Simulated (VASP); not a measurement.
Input of a VASP 6.6.1 run:

The input INCAR:

```
PREC = Accurate
ENCUT = 520
EDIFF = 1E-6
ISMEAR = 0
SIGMA = 0.05
LREAL = False
LASPH = True
NELM = 60
ALGO = Normal
ISIF = 2
LWAVE = False
LCHARG = True
LELF = True
LVHAR = True
NBANDS = 36
NELECT = 48.0
```

The input KPOINTS:

```
regular mesh
0
Gamma
  6 6 6
```

Contents of POSCAR:

```
HC12
1.0
    1.7657489870     -3.5314979740     -1.7657489870
    3.5314979740     -1.7657489870      1.7657489870
   -1.7657489870     -3.5314979740      1.7657489870
C H
12 1
Direct
    0.2500000000      1.0000000000      0.2500000000
    0.0833333333      0.3333333333      0.7500000000
    0.9166666667      0.6666666667      0.2500000000
    0.7500000000      1.0000000000      0.7500000000
    0.5833333333      0.3333333333      0.2500000000
    0.4166666667      0.6666666667      0.7500000000
    0.9583333333      0.3333333333      0.1250000000
    0.7916666667      0.6666666667      0.6250000000
    0.6250000000      1.0000000000      0.1250000000
    0.4583333333      0.3333333333      0.6250000000
    0.2916666667      0.6666666667      0.1250000000
    0.1250000000      1.0000000000      0.6250000000
    1.2222222222      0.1388888889      0.5833333333
```

Potentials or basis: VASP PAW LDA potentials, release 64 (C, H).

Command:

```bash
$ cat potpaw_LDA.64/C/POTCAR potpaw_LDA.64/H/POTCAR > POTCAR
$ mpirun -np 1 vasp_std > vasp.out
```

Task: Estimate the largest force.

Result: 20.713 eV/Å.

Forces on the atoms (eV/Å):
```
C     0.587   1.436  -1.215
C     2.647  -5.251   9.145
C     0.427   0.240  -0.298
C    -0.070  -0.236   0.829
C     0.316   0.248  -0.174
C    -0.486  -0.535   0.193
C    -0.841  -0.064   0.009
C     0.164   0.475  -0.571
C     0.024  -0.285  -0.143
C     1.016  -0.698  -0.394
C    -0.267  -0.163   0.278
C   -17.619  10.741  -1.792
H    14.102  -5.906  -5.866
```

Caveat: the cell carries a net charge on a neutralising background, which shifts energy and pressure.
